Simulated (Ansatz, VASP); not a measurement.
# Te2Pb in VASP and in Ansatz

Contents of INCAR:

```
ALGO = Normal
EDIFF = 1E-6
ENCUT = 520
GGA = PE
ISIF = 2
ISMEAR = 0
LASPH = T
LCHARG = F
LREAL = F
LWAVE = F
NBANDS = 20
NELM = 100
PREC = Accurate
SIGMA = 0.05
```

KPOINTS

```
k-points
0
Gamma
  10 10 10
```

Contents of POSCAR:

```
Te2Pb
1.0
    2.1732783179      1.2547428218      6.2378068497
   -2.1732783179      1.2547428218      6.2378068497
    0.0000000000     -2.5094856437      6.2378068497
Pb Te
1 2
Direct
    0.0000000000      0.0000000000      0.0000000000
    0.2282444548      0.2282444548      0.2282444548
    0.7717555452      0.7717555452      0.7717555452
```

Input for Ansatz:

```yaml
crystal:
  lattice:
    - [2.1732783179, 1.2547428218, 6.2378068497]
    - [-2.1732783179, 1.2547428218, 6.2378068497]
    - [0.0, -2.5094856437, 6.2378068497]
  atoms:
    - { symbol: Pb, position: [0.0, 0.0, 0.0] }
    - { symbol: Te, position: [0.2282444548, 0.2282444548, 0.2282444548] }
    - { symbol: Te, position: [0.7717555452, 0.7717555452, 0.7717555452] }
basis:
  ecutwfc: 420
  ecutrho_ratio: 4
kpoints:
  mp_grid: { grid: [10, 10, 10] }
  band_path:
    path:
      - [[0.0, 0.0, 0.0], [0.5, 0.5, 0.5], [0.80635878, 0.19364122, 0.5]]
      - [[0.5, -0.19364122, 0.19364122], [0.5, 0.0, 0.0], [0.0, 0.0, 0.0], [0.34682061, -0.34682061, 0.0]]
      - [[0.65317939, 0.0, 0.34682061], [0.5, 0.0, 0.5], [0.0, 0.0, 0.0]]
    npoints: 14
hamiltonian:
  xc: pbe
scf:
  occupations: { method: gaussian, width: 0.05 }
  n_extra_bands: 13
output:
  forces: true
  stress: true
  eigenvalues: true
  populations: true
  dos: { projected: true, de: 0.02, nscf_kmesh: { grid: [15, 15, 15] } }
  bader: true
  write_density: true
  write_potential: true
  elf: true
  volumetric_format: npy
```

Alike in both runs: task single point; functional PBE; k mesh 10 × 10 × 10; occupations gaussian, width 0.05 eV; no spin polarisation.

```csv
,VASP,Ansatz
version,VASP 6.6.1,Ansatz 0.2.0
potentials or method,"VASP PAW PBE potentials, release 64 (Pb_d, Te), cutoff 520 eV","scalar-relativistic, plane waves, PAW"
valence electrons in the cell,26,46
```

```csv
,VASP,Ansatz,Ansatz less VASP
gap on the k mesh at the Fermi level (eV),none,none,-
pressure (GPa),0.0,0.0,+0.04
```

A gap of «none» marks a metal or a gap that the smearing closes. VASP's potentials hold 26 valence electrons a cell and Ansatz's 46, so a difference there can come from the potentials and not from the codes.

Spin-orbit coupling is off throughout.
